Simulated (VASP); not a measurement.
Write the native input for VASP 6.6.1 that does the following.

- Task: single point
- Functional: PBE
- Potentials or basis: VASP PAW PBE potentials, release 64 (Mo_sv)
- Cutoff: 520 eV
- k mesh: 14 × 14 × 14
- Occupations: gaussian, width 1 eV
- Spin: no spin polarisation
- Dipole correction: no
- Further INCAR settings: ALGO = Normal; EDIFF = 1e-06; NBANDS = 13

The structure of Mo lies in POSCAR:

```
Mo
1.0
   -1.5813793950      1.5813793950      1.5813793950
    1.5813793950     -1.5813793950      1.5813793950
    1.5813793950      1.5813793950     -1.5813793950
Mo
1
Direct
    0.0000000000      0.0000000000      0.0000000000
```

The input as run:

INCAR

```
SYSTEM = Mo
PREC = Accurate
ENCUT = 520
EDIFF = 1E-6
ISMEAR = 0
SIGMA = 1.0
LREAL = .False.
LASPH = .True.
NELM = 80
ALGO = Normal
ISIF = 2
LWAVE = .False.
LCHARG = .False.
GGA = PE
NBANDS = 13
```

KPOINTS

```
Automatic mesh
0
Gamma
  14 14 14
  0 0 0
```

Potentials or basis: VASP PAW PBE potentials, release 64 (Mo_sv).

The run is started by

```console
$ cat potpaw_PBE.64/Mo_sv/POTCAR > POTCAR
$ mpirun -np 1 vasp_std > vasp.out
```

It gave:

```yaml
Pressure: 1.8 GPa
Band_gap_on_the_k_mesh: zero (band 7 reaches 16.35 eV, above the bottom of band 8 at 11.09 eV)
```

Wall time 11 s on 1 thread of Intel Xeon 6975P-C, on a shared host, peak memory 0.13 GiB.
